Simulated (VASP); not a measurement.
Runs of VASP 6.6.1 on Si. The structure is that of space group I4/mmm (No. 139), or close to it. The cells are those of the table. 

| cell | smearing | gap on the mesh (eV) | pressure (GPa) | largest force (eV/Å) |
| --- | --- | --- | --- | --- |
| a = 4.869 Å, angles 98.2, 98.2, 135.5°, 4 atoms | methfessel-paxton 0.1 eV | none | (b) | 0.18 |
| a = 4.941 Å, angles 98.2, 98.2, 135.5°, 4 atoms | methfessel-paxton 0.1 eV | (a) | 6.3 | 0.11 |
| a = 5.081 Å, angles 98.2, 98.2, 135.5°, 4 atoms | methfessel-paxton 0.0512 eV | 0.34 | -1.8 | 0.02 |
| a = 5.147 Å, angles 98.2, 98.2, 135.5°, 4 atoms | methfessel-paxton 0.0679 eV | 0.46 | -4.7 | 0.07 |
| a = 5.213 Å, angles 98.2, 98.2, 135.5°, 4 atoms | methfessel-paxton 0.0801 eV | 0.56 | -7.1 | 0.12 |
| a = 5.276 Å, angles 98.2, 98.2, 135.5°, 4 atoms | methfessel-paxton 0.078 eV | 0.56 | -8.9 | 0.16 |

Alike in all rows: task single point; level LDA; potentials or basis VASP PAW LDA potentials, release 64 (Si); no spin polarisation; k mesh 7 × 7 × 7; cutoff (eV) 520.

Task: Fill in the values left out.

Result: (a) 0.07; (b) 11.8.

Caveats: an odd mesh through Γ misses points on the zone boundary, where band edges can lie (at least some runs); the cell stands under tension (at least some runs); the cell stands under pressure (at least some runs); semilocal functionals underestimate gaps, so a narrow gap can read as zero (at least some runs).

A gap of «none» marks levels without a gap at the run's occupations.
